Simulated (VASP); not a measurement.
# Al: single point with PBE+D3(BJ)

The system is Al.

```
CELL_PARAMETERS angstrom
0.00000 1.91757 1.91757
1.91757 0.00000 1.91757
1.91757 1.91757 0.00000
ATOMIC_POSITIONS crystal
Al 0.00000 0.00000 0.00000
```

```json
{
  "Program": "VASP 6.6.1",
  "Task": "single point",
  "Functional": "PBE",
  "Dispersion": "D3(BJ)",
  "Potentials or basis": "VASP PAW PBE potentials, release 64 (Al)",
  "Cutoff": "520 eV",
  "k mesh": "22 × 22 × 22",
  "Occupations": "gaussian, width 0.15 eV",
  "Spin": "no spin polarisation"
}
```

```json
{"Pressure": "12.6 GPa", "Band gap on the k mesh": "zero (an odd number of electrons rules out a gap without spin polarisation)", "Dispersion energy per atom": "-0.396 eV"}
```

Levels at points of the mesh, in eV from the Fermi level:
```tsv
k point	band 1	band 2	band 3	band 4	band 5
(0.00, 0.00, 0.00)	-12.25	13.54	13.54	13.54	16.30
(0.50, 0.00, 0.00)	-5.23	-4.59	12.23	12.23	13.22
(0.50, 0.50, 0.00)	-3.29	-1.66	5.30	6.40	6.40
```

Wall time 14 s on 1 thread of Intel(R) Xeon(R) Platinum 8488C (Sapphire Rapids) (shared host), peak memory 0.15 GiB.

Caveat: the cell stands under pressure.
